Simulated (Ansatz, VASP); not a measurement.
One calculation of LiF, two programs

```
F Li
1.0
     0.00000    2.01400    2.01400
     2.01400    0.00000    2.01400
     2.01400    2.01400    0.00000
F Li
1 1
Direct
  0.50000 0.50000 0.50000
  0.00000 0.00000 0.00000
```

Alike in both runs: task single point; functional LDA; k mesh 11 × 11 × 11; occupations fermi-dirac, width 0.05 eV; no spin polarisation.

|  | VASP | Ansatz |
| --- | --- | --- |
| version | VASP 6.6.1 | Ansatz 0.2.0 |
| potentials or method | VASP PAW LDA potentials, release 64 (F, Li_sv), cutoff 520 eV | all-electron LAPW, scalar-relativistic |

```tsv
	VASP	Ansatz	Ansatz less VASP
gap on the k mesh at the Fermi level (eV)	8.83	8.82	-0.011
least direct gap on the mesh (eV)	8.83	8.82	-0.011
```

LDA's correlation is that of Perdew and Zunger in VASP and of Perdew and Wang (1992) in Ansatz. Ansatz ran all-electron here, and VASP with PAW potentials.

Noted on VASP's run: the cutoff is short for stress, so the pressure is rough.
